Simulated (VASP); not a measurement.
Runs of VASP 6.6.1 on CuO. The structure is that of space group P4_2/mmc (No. 131), or close to it. The cells are those of the table. 

```csv
level,cell,k mesh,smearing,gap on the mesh (eV),pressure (GPa),largest force (eV/Å)
PBEsol,"a = 2.895, b = 2.895, c = 5.090 Å, angles 90.0, 90.0, 89.8°, 4 atoms",9 × 9 × 5,fermi-dirac 0.05 eV,none,0.8,-
RPBE,"a = 2.899, b = 2.899, c = 5.211 Å, angles 89.8, 89.8, 89.2°, 4 atoms",9 × 9 × 5,fermi-dirac 0.05 eV,none,(a),0.01
PBE,"a = 2.821, b = 2.821, c = 5.071 Å, angles 89.8, 89.8, 89.2°, 4 atoms",9 × 9 × 5,fermi-dirac 0.05 eV,none,19.5,0.01
PBEsol,"a = 2.821, b = 2.821, c = 5.071 Å, angles 89.8, 89.8, 89.2°, 4 atoms",9 × 9 × 5,fermi-dirac 0.05 eV,none,10.7,0.01
BLYP,"a = 2.994, b = 2.994, c = 5.196 Å, 4 atoms",9 × 9 × 5,fermi-dirac 0.05 eV,none,0.7,-
PBE,"a = 2.899, b = 2.899, c = 5.211 Å, angles 89.8, 89.8, 89.2°, 4 atoms",9 × 9 × 5,fermi-dirac 0.05 eV,none,3.1,0.01
PBEsol,"a = 2.880, b = 2.880, c = 5.176 Å, angles 89.8, 89.8, 89.2°, 4 atoms",5 × 5 × 3,fermi-dirac 0.03 eV,none,(b),0.01
PBEsol,"a = 2.880, b = 2.880, c = 5.176 Å, angles 89.8, 89.8, 89.2°, 4 atoms",9 × 9 × 5,fermi-dirac 0.05 eV,none,-1.3,0.01
```

Alike in all rows: task single point; potentials or basis VASP PAW PBE potentials, release 64 (Cu, O); no spin polarisation; cutoff (eV) 520.

Question: Estimate the missing entries.

Answer: (a) 8.3; (b) -1.6.

Caveats: some runs use coarse meshes; semilocal functionals often make such compounds metallic where correlation or magnetic order opens a gap, which also shifts bond lengths; the PAW data sets were made with another functional, which shifts forces and pressure a little (some runs).

A gap of «none» marks levels without a gap at the run's occupations.
